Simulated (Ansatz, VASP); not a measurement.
# Two plane-wave programs on Ni

Contents of INCAR:

```
SYSTEM = Ni
  PREC = Accurate
  ENCUT = 520
  EDIFF = 1E-6
  ISMEAR = -1
  SIGMA = 0.6
  LREAL = .FALSE.
  LASPH = .TRUE.
  NELM = 150
  ALGO = Normal
  ISIF = 2
  LWAVE = .FALSE.
  LCHARG = .TRUE.
  ISPIN = 2
  MAGMOM = 0.672
  LORBIT = 11
  LMAXMIX = 4
  GGA = PE
  LELF = .TRUE.
  LVHAR = .TRUE.
  NBANDS = 15
```

File KPOINTS:

```
regular mesh
0
G
  15 15 15
  0 0 0
```

The input POSCAR:

```
Ni
1.0
    0.0000000000      1.7596893266      1.7596893266
    1.7596893266      0.0000000000      1.7596893266
    1.7596893266      1.7596893266      0.0000000000
Ni
1
Direct
    0.0000000000      0.0000000000      0.0000000000
```

Input for Ansatz:

```yaml
crystal:
  lattice:
    - [0.0, 1.7596893266, 1.7596893266]
    - [1.7596893266, 0.0, 1.7596893266]
    - [1.7596893266, 1.7596893266, 0.0]
  atoms:
    - { symbol: Ni, position: [0.0, 0.0, 0.0], spin: 0.672 }
hamiltonian:
  xc: pbe
  pseudopotentials:
    kind: paw
    azcp:
      Ni: "pseudopotentials/Ni.paw.azcp"
basis:
  ecutwfc: 420
  fft_grid_basis: typed
kpoints:
  mp_grid: { grid: [15, 15, 15], shift: [0, 0, 0] }
magnetization:
  spin_polarized: true
scf:
  occupations: { method: fermi_dirac, width: 0.6 }
  lower_state_search: "off"
output:
  stress: true
```

Alike in both runs: task single point; functional PBE; k mesh 15 × 15 × 15; occupations fermi-dirac, width 0.6 eV; collinear spin.

|  | VASP | Ansatz |
| --- | --- | --- |
| version | VASP 6.6.1 | Ansatz 0.2.0 |
| potentials or method | VASP PAW PBE potentials, release 64 (Ni), cutoff 520 eV | plane waves (420 eV) with PAW, scalar-relativistic |
| valence electrons in the cell | 10 | 18 |

|  | VASP | Ansatz | Ansatz less VASP |
| --- | --- | --- | --- |
| pressure (GPa) | 8.8 | 8.9 | +0.10 |
| net moment per atom (μB) | 0.00 | 0.00 | -0.001 |

The functional is the same, so the differences come from potentials, cutoffs and numerics. VASP's potentials hold 10 valence electrons a cell and Ansatz's 18, so a difference there can come from the potentials and not from the codes. Ansatz's warnings: seeded moment not kept.
